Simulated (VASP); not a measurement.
# Ru (P6_3/mmc) in VASP: a series of runs

Runs on Ru. Level: PBE. Tasks: single point, relaxation of cell and atoms.

Program: VASP 6.6.1. These are calculated values, not measurements. Logs are shortened: lines on timing, memory, paths and dates and some standing lists are left out, and cuts for length are marked.

**1. The cell of the first run**

The structure is hexagonal, space group P6_3/mmc (No. 194). Conventional cell: a = 2.721 Å, b = 2.721 Å, c = 4.294 Å, α = 90.00°, β = 90.00°, γ = 120.00°. Within 3.5 Å of Ru (site symmetry -6m2) lie 12 Ru at 2.66 to 2.72 Å.

**2. Single point, PBE**

INCAR

```
SYSTEM = Ru
  ALGO = Normal
  EDIFF = 1E-6
  ENCUT = 500
  GGA = PE
  GGA_COMPAT = .False.
  ISIF = 2
  ISMEAR = 0
  LASPH = .True.
  LCHARG = .False.
  LREAL = .False.
  LWAVE = .False.
  NBANDS = 21
  NELM = 120
  PREC = Accurate
  SIGMA = 0.2
```

KPOINTS

```
k-points
0
Gamma
  18 18 12
  0 0 0
```

POSCAR

```
Ru
1.0
    2.7213216620      0.0000000000      0.0000000000
   -1.3606608310      2.3567336911      0.0000000000
    0.0000000000      0.0000000000      4.2943662898
Ru
2
Direct
    0.3333333333      0.6666666667      0.2500000000
    0.6666666667      0.3333333333      0.7500000000
```

Potentials or basis: VASP PAW PBE potentials, release 64 (Ru_pv).

On the command line:

```console
> cat potpaw_PBE.64/Ru_pv/POTCAR > POTCAR
> mpirun -np 1 vasp_std > vasp.out
```

OUTCAR:

```text
SYSTEM = Ru
   EDIFF = 1E-6
   ENCUT = 500
   GGA = PE
   ISIF = 2
   ISMEAR = 0
   LASPH = .True.
   LREAL = .False.
   NELM = 120
   PREC = Accurate

 ion  position               nearest neighbor table
   1  0.333  0.667  0.250-   2 2.66   2 2.66   2 2.66   2 2.66   2 2.66   2 2.66
   2  0.667  0.333  0.750-   1 2.66   1 2.66   1 2.66   1 2.66   1 2.66   1 2.66

  LATTYP: Found a hexagonal cell.
 ALAT       =     2.7213216620
 C/A-ratio  =     1.5780443561

  Lattice vectors:

 A1 = (   2.7213216620,   0.0000000000,   0.0000000000)
 A2 = (  -1.3606608310,   2.3567336911,   0.0000000000)
 A3 = (   0.0000000000,   0.0000000000,   4.2943662898)

Analysis of symmetry for initial positions (statically):
=====================================================================
 Subroutine PRICEL returns:
 Original cell was already a primitive cell.

 Routine SETGRP: Setting up the symmetry group for a
 hexagonal supercell.

 Subroutine GETGRP returns: Found 24 space group operations
 (whereof 12 operations were pure point group operations)
 out of a pool of 24 trial point group operations.

The static configuration has the point symmetry D_3d.
 The point group associated with its full space group is D_6h.

Analysis of symmetry for dynamics (positions and initial velocities):
=====================================================================
 Subroutine PRICEL returns:
 Original cell was already a primitive cell.

 Routine SETGRP: Setting up the symmetry group for a
 hexagonal supercell.

 Subroutine GETGRP returns: Found 24 space group operations
 (whereof 12 operations were pure point group operations)
 out of a pool of 24 trial point group operations.

The dynamic configuration has the point symmetry D_3d.
 The point group associated with its full space group is D_6h.

 Subroutine INISYM returns: Found 24 space group operations
 (whereof 12 operations are pure point group operations),
 and found     1 'primitive' translations

----------------------------------------------------------------------------------------

                                     Primitive cell

  volume of cell :      27.5416

  direct lattice vectors                    reciprocal lattice vectors
     2.721321662  0.000000000  0.000000000     0.367468504  0.212158040  0.000000000
    -1.360660831  2.356733691  0.000000000     0.000000000  0.424316079  0.000000000
     0.000000000  0.000000000  4.294366290     0.000000000  0.000000000  0.232863229

  length of vectors
     2.721321662  2.721321662  4.294366290     0.424316079  0.424316079  0.232863229

  position of ions in fractional coordinates (direct lattice)
     0.333333333  0.666666667  0.250000000
     0.666666667  0.333333333  0.750000000

  ion indices of the primitive-cell ions
   primitive index   ion index
                 1           1
                 2           2

----------------------------------------------------------------------------------------

 KPOINTS: k-points

Automatic generation of k-mesh.
 Grid dimensions read from file:
 generate k-points for:   18   18   12

 Generating k-lattice:

  Cartesian coordinates                     Fractional coordinates (reciprocal lattice)
     0.020414917  0.011786558  0.000000000     0.055555556  0.000000000  0.000000000
     0.000000000  0.023573116  0.000000000     0.000000000  0.055555556  0.000000000
     0.000000000  0.000000000  0.019405269     0.000000000  0.000000000  0.083333333

  Length of vectors
     0.023573116  0.023573116  0.019405269

  Shift w.r.t. Gamma in fractional coordinates (k-lattice)
     0.000000000  0.000000000  0.000000000

 Subroutine IBZKPT returns following result:
 ===========================================

 Found    259 irreducible k-points:

 Following reciprocal coordinates:
            Coordinates               Weight
  0.000000  0.000000  0.000000      1.000000
  0.055556 -0.000000  0.000000      6.000000
  0.111111 -0.000000  0.000000      6.000000
  0.166667 -0.000000  0.000000      6.000000
  0.222222  0.000000  0.000000      6.000000
  0.277778 -0.000000  0.000000      6.000000
[... 16 lines left out ...]
  0.333333  0.111111  0.000000     12.000000
  0.388889  0.111111  0.000000     12.000000
 [... further k-points ...]
   k-points           NKPTS =    259   k-points in BZ     NKDIM =    259   number of bands    NBANDS=     21
   number of dos      NEDOS =    301   number of ions     NIONS =      2
   total plane-waves  NPLWV =  12800
   dimension x,y,z NGX =    20 NGY =   20 NGZ =   32
   dimension x,y,z NGXF=    40 NGYF=   40 NGZF=   64
   ions per type =               2
   NGX,Y,Z   is equivalent  to a cutoff of  12.22, 12.22, 12.39 a.u.
   NGXF,Y,Z  is equivalent  to a cutoff of  24.44, 24.44, 24.78 a.u.
 SYSTEM =  Ru
   PREC   = accura    normal or accurate (medium, high low for compatibility)
   ISTART =      0    job   : 0-new  1-cont  2-samecut
   ICHARG =      2    charge: 1-file 2-atom 10-const
   ISPIN  =      1    spin polarized calculation?
   LNONCOLLINEAR =      F non collinear calculations
   LSORBIT =      F    spin-orbit coupling
   LASPH  =      T    aspherical Exc in radial PAW
   ENCUT  =  500.0 eV  36.75 Ry    6.06 a.u.   4.96  4.96  7.83*2*pi/ulx,y,z
   NELM   =    120;   NELMIN=  2; NELMDL= -5     # of ELM steps
   EDIFF  = 0.1E-05   stopping-criterion for ELM
   LREAL  =      F    real-space projection
   EDIFFG = 0.1E-04   stopping-criterion for IOM
   NSW    =      0    number of steps for IOM
   IBRION =     -1    ionic relax: 0-MD 1-quasi-New 2-CG
   NFREE  =      0    steps in history (QN), initial steepest desc. (CG)
   ISIF   =      2    stress and relaxation
   ISYM   =      2    0-nonsym 1-usesym 2-fastsym
   POTIM  = 0.5000    time-step for ionic-motion
   TEBEG  =    0.0;   TEEND  =   0.0 temperature during run
   PSTRESS=    0.0 pullay stress
   NELECT =      28.0000    total number of electrons
   NUPDOWN=      -1.0000    fix difference up-down
   EMIN   =  10.00;   EMAX   =-10.00  energy-range for DOS
   EFERMI =   0.00;   METHOD = LEGACY
   ISMEAR =     0;   SIGMA  =   0.20  broadening in eV -4-tet -1-fermi 0-gaus
   EFERMI_NEDOS =   21; number of points for ismear=-14 and -15
   IALGO  =     38    algorithm
   IMIX   =      4    mixing-type and parameters
     AMIX     =   0.40;   BMIX     =  1.00
     AMIX_MAG =   1.60;   BMIX_MAG =  1.00
  volume/ion in A,a.u.               =      13.77        92.93
  Fermi-wavevector in a.u.,A,eV,Ry     =   1.646131  3.110736 36.868342  2.709747
  Thomas-Fermi vector in A             =   2.735811
   LORBIT       =      0    0 simple, 1 ext, 2 COOP (PROOUT), +10 PAW based schemes
   GGA     = PE    functional components
   LHFCALC =     F    Hartree Fock is set to
   AEXX    =    0.0000 exact exchange contribution
   IVDW    =     0    specifies the selected vdW correction
   LEPSILON=     F    determine dielectric tensor
   LRPA    =     F    only Hartree local field effects (RPA)
 non-spin polarized calculation
 Gauss-broadening in eV      SIGMA  =   0.20
  energy-cutoff  :      500.00
  volume of cell :       27.54
 maximum number of plane-waves:       732
 NGX is ok and might be reduce to    20
   NGX =  9   NGY =  9   NGZ = 15

 number of electron      28.0000013 magnetization

 Free energy of the ion-electron system (eV)
  ---------------------------------------------------
  ext. energy  EPLUGINS =         0.00000000
  ---------------------------------------------------
  free energy    TOTEN  =       -18.48567746 eV

  energy without entropy =      -18.45209678  energy(sigma->0) =      -18.46888712

 E-fermi :  12.5912     XC(G=0): -14.0316

 val. band max:       12.5890237793   @ k =   0.2778   0.0556   0.0833
 cond. band min:      12.6021618014   @ k =   0.3889   0.0000   0.2500
 fundamental gap:      0.0131380220
 Fermi energy:        12.5912479953

 k-point     1 :       0.0000    0.0000    0.0000
  band No.  band energies     occupation
      1     -31.0154      2.00000
      2     -30.1241      2.00000
      3     -30.1241      2.00000
      4     -29.9589      2.00000
      5     -29.9589      2.00000
      6     -29.9178      2.00000
[... 13 lines left out ...]
     20      23.0226      0.00000
     21      23.0365      0.00000

 k-point     2 :       0.0556   -0.0000    0.0000
  band No.  band energies     occupation
      1     -31.0053      2.00000
      2     -30.1454      2.00000
      3     -30.1314      2.00000
      4     -29.9812      2.00000
      5     -29.9618      2.00000
      6     -29.9225      2.00000
[... 13 lines left out ...]
     20      23.0226      0.00000
     21      23.0357      0.00000

 k-point     3 :       0.1111   -0.0000    0.0000
  band No.  band energies     occupation
      1     -30.9757      2.00000
      2     -30.2065      2.00000
      3     -30.1519      2.00000
      4     -30.0447      2.00000
      5     -29.9704      2.00000
      6     -29.9368      2.00000
[... 13 lines left out ...]
     20      23.0225      0.00000
     21      23.0334      0.00000

 k-point     4 :       0.1667   -0.0000    0.0000
  band No.  band energies     occupation
      1     -30.9283      2.00000
      2     -30.3003      2.00000
      3     -30.1826      2.00000
      4     -30.1402      2.00000
      5     -29.9842      2.00000
      6     -29.9606      2.00000
[... 13 lines left out ...]
     20      23.0225      0.00000
     21      23.0310      0.00000

 k-point     5 :       0.2222    0.0000    0.0000
  band No.  band energies     occupation
      1     -30.8660      2.00000
      2     -30.4154      2.00000
      3     -30.2547      2.00000
      4     -30.2191      2.00000
      5     -30.0020      2.00000
      6     -29.9937      2.00000
[... 13 lines left out ...]
     20      23.0224      0.00000
     21      23.0287      0.00000

 k-point     6 :       0.2778   -0.0000    0.0000
  band No.  band energies     occupation
      1     -30.7931      2.00000
      2     -30.5379      2.00000
      3     -30.3735      2.00000
      4     -30.2569      2.00000
      5     -30.0356      2.00000
      6     -30.0217      2.00000
[... 13 lines left out ...]
     20      23.0224      0.00000
     21      23.0266      0.00000

 k-point     7 :       0.3333   -0.0000    0.0000
  band No.  band energies     occupation
      1     -30.7150      2.00000
      2     -30.6529      2.00000
      3     -30.4825      2.00000
      4     -30.2917      2.00000
      5     -30.0845      2.00000
      6     -30.0408      2.00000
[... 13 lines left out ...]
     20      23.0215      0.00000
     21      23.0232      0.00000
[... 291 lines left out ...]
      1     -30.8403      2.00000
      2     -30.4226      2.00000
      3     -30.3537      2.00000
      4     -30.1896      2.00000
      5     -30.0364      2.00000
      6     -30.0081      2.00000
[... 13 lines left out ...]
     20      23.0225      0.00000
     21      23.0285      0.00000

 k-point    21 :       0.2222    0.1111    0.0000
  band No.  band energies     occupation
      1     -30.7691      2.00000
      2     -30.5328      2.00000
      3     -30.4379      2.00000
      4     -30.2482      2.00000
      5     -30.0641      2.00000
      6     -30.0501      2.00000
[... 13 lines left out ...]
     20      23.0224      0.00000
     21      23.0272      0.00000

 k-point    22 :       0.2778    0.1111    0.0000
  band No.  band energies     occupation
      1     -30.6924      2.00000
      2     -30.6401      2.00000
      3     -30.5116      2.00000
      4     -30.3039      2.00000
      5     -30.0993      2.00000
      6     -30.0889      2.00000
[... 13 lines left out ...]
     20      23.0214      0.00000
     21      23.0235      0.00000

 k-point    23 :       0.3333    0.1111    0.0000
  band No.  band energies     occupation
      1     -30.7279      2.00000
      2     -30.6175      2.00000
      3     -30.5706      2.00000
      4     -30.3489      2.00000
      5     -30.1516      2.00000
      6     -30.1088      2.00000
[... 13 lines left out ...]
     20      23.0222      0.00000
     21      23.2815      0.00000

 k-point    24 :       0.3889    0.1111    0.0000
  band No.  band energies     occupation
      1     -30.7849      2.00000
      2     -30.6090      2.00000
      3     -30.5567      2.00000
      4     -30.3778      2.00000
      5     -30.1976      2.00000
      6     -30.1218      2.00000
[... 13 lines left out ...]
     20      23.0218      0.00000
     21      23.6300      0.00000

 [... further k-points ...]

------------------------ aborting loop because EDIFF is reached ----------------------------------------

  FORCE on cell =-STRESS in cart. coord.  units (eV):
  Direction    XX          YY          ZZ          XY          YZ          ZX
  --------------------------------------------------------------------------------------
  -------------------------------------------------------------------------------------
  Total       -0.0144941     -0.0144941     -0.0121189     -0.0000000     -0.0000000      0.0000000
  in kB       -0.8431624     -0.8431624     -0.7049936     -0.0000000     -0.0000000      0.0000000
  external PRESSURE =      -0.7971061 kB  Pullay stress =       0.0000000 kB

 VOLUME and BASIS-vectors are now :
 -----------------------------------------------------------------------------
  energy-cutoff  :      500.00
  volume of cell :       27.54
      direct lattice vectors                 reciprocal lattice vectors
     2.721321662  0.000000000  0.000000000     0.367468504  0.212158040  0.000000000
    -1.360660831  2.356733691  0.000000000     0.000000000  0.424316079  0.000000000
     0.000000000  0.000000000  4.294366290     0.000000000  0.000000000  0.232863229

 POSITION                                       TOTAL-FORCE (eV/Angst)
 -----------------------------------------------------------------------------------
     -0.00000      1.57116      1.07359         0.000000      0.000000      0.000000
      1.36066      0.78558      3.22077        -0.000000     -0.000000      0.000000
 -----------------------------------------------------------------------------------
    total drift:                                0.000000     -0.000000      0.000000

  FREE ENERGIE OF THE ION-ELECTRON SYSTEM (eV)
  ---------------------------------------------------
  free  energy   TOTEN  =       -18.4856774600 eV

  energy  without entropy=      -18.4520967795  energy(sigma->0) =      -18.46888712
```

It took 2.5 min on 1 thread of Intel Xeon 8259CL, shared host; peak memory 0.23 GiB.

What came out:

```yaml
Free_energy: -18.4857 eV
Pressure: -0.1 GPa
Band_gap_on_the_k_mesh: zero (bands 14 and 15 overlap by 3.16 eV)
```

**3. Relaxation of cell and atoms, PBE**

This run uses another cell than the first one, of 13.57 Å³/atom.

INCAR

```
SYSTEM = Ru
PREC = Accurate ; ENCUT = 500
EDIFF = 1E-7 ; ISMEAR = 0
SIGMA = 0.2 ; LREAL = .FALSE.
LASPH = .TRUE. ; NELM = 120
ALGO = Normal ; ISIF = 3
LWAVE = .FALSE. ; LCHARG = .FALSE.
GGA = PE ; IBRION = 2
NSW = 80 ; EDIFFG = -0.001
GGA_COMPAT = .FALSE. ; NELMIN = 4
```

KPOINTS

```
Automatic mesh
0
G
  18 18 12
  0 0 0
```

POSCAR

```
Ru
1.0
    2.7058000000      0.0000000000      0.0000000000
   -1.3529000000      2.3432915376      0.0000000000
    0.0000000000      0.0000000000      4.2819000000
Ru
2
Direct
    0.3333333333      0.6666666667      0.2500000000
    0.6666666667      0.3333333333      0.7500000000
```

Potentials or basis: VASP PAW PBE potentials, release 64 (Ru_pv).

On the command line:

```console
> cat potpaw_PBE.64/Ru_pv/POTCAR > POTCAR
> mpirun -np 1 vasp_std > vasp.out
```

Run time: 14 min. Hardware: 1 thread of Intel Xeon 8259CL, shared host; peak memory 0.23 GiB.

It converged, with:

* Free energy: -18.4855 eV
* Relaxed volume: 13.77 Å³/atom
* Relaxed cell: a = 2.721 Å, b = 2.721 Å, c = 4.294 Å, α = 90.00°, β = 90.00°, γ = 120.00°
* Space group after relaxing (to 0.1 Å): P6_3/mmc (No. 194)
* Energy gained by relaxing: 2.7 meV/atom
* Ionic steps: 11
* Pressure after relaxing: 0.0 GPa
* Band gap on the k mesh: zero (bands 14 and 15 overlap by 3.16 eV)

The path:
```tsv
step	energy change (eV)	largest force (eV/Å)	pressure (GPa)	volume (Å³)
1	0.0000	0.0000	4.52	27.15
2	0.0376	0.0000	-11.54	28.68
3	-0.0054	0.0000	-0.11	27.54
4	-0.0054	0.0000	-0.01	27.53
5	-0.0055	0.0000	0.04	27.53
6	-0.0055	0.0000	0.03	27.53
7	-0.0055	0.0000	0.02	27.53
8	-0.0055	0.0000	-0.05	27.54
9	-0.0055	0.0000	0.01	27.53
10	-0.0055	0.0000	0.00	27.53
11	-0.0055	0.0000	0.00	27.53
```

Final structure:
```
Ru
1.0
     2.72104    0.00000    0.00000
    -1.36052    2.35649    0.00000
     0.00000    0.00000    4.29419
Ru
2
Direct
  0.33333 0.66667 0.25000
  0.66667 0.33333 0.75000
```

Levels at points of the mesh, in eV from the Fermi level:
| k point | band 11 | band 12 | band 13 | band 14 | band 15 | band 16 | band 17 | band 18 |
| --- | --- | --- | --- | --- | --- | --- | --- | --- |
| (0.00, 0.00, 0.00) | -2.35 | -1.88 | -1.88 | -1.39 | -1.39 | 1.15 | 1.15 | 1.30 |
| (0.50, 0.00, 0.00) | -2.03 | -1.78 | -1.49 | 1.37 | 1.78 | 1.87 | 3.98 | 6.01 |
| (0.00, 0.00, 0.50) | -2.72 | -2.72 | -2.66 | -2.66 | 0.52 | 0.52 | 0.52 | 0.52 |
| (0.50, 0.00, 0.50) | -1.05 | -1.05 | 0.43 | 0.43 | 1.62 | 1.62 | 3.33 | 3.33 |

PBE usually gives volumes a little too large and moduli too small. Zero-point motion and thermal expansion aren't in these numbers.
